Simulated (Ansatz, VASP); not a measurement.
Two plane-wave programs on TiN

```
Ti N
1.0
     3.00328    0.00000    0.00000
     0.00000    3.00328    0.00000
     0.00000    0.00000   20.24730
Ti N
3 3
Direct
  0.25000 0.25000 0.40171
  0.75000 0.75000 0.50000
  0.25000 0.25000 0.59829
  0.75000 0.75000 0.39184
  0.25000 0.25000 0.50000
  0.75000 0.75000 0.60816
```

Alike in both runs: functional PBE; k mesh 12 × 12 × 1; occupations fermi-dirac, width 0.08 eV; no spin polarisation.

Ansatz relaxed the structure, and its values are those at the end. VASP's run is a single point on that final structure, the one shown.

```csv
,VASP,Ansatz
version,VASP 6.6.1,Ansatz 0.2.0
potentials or method,"VASP PAW PBE potentials, release 64 (Ti_sv, N)","PAW with Ansatz's default frozen-core files, scalar-relativistic"
plane-wave cutoff (eV),520,420
valence electrons in the cell,51,51
```

Ansatz gave:

| Item | Value |
| --- | --- |
| rms of the force components (eV/Å) | 0.001 |

Problem. Which values does VASP return?

Solution. rms of the force components (eV/Å): 0.010.

Ansatz's warnings: stress scf threshold loose, xc potential rough in thin density.
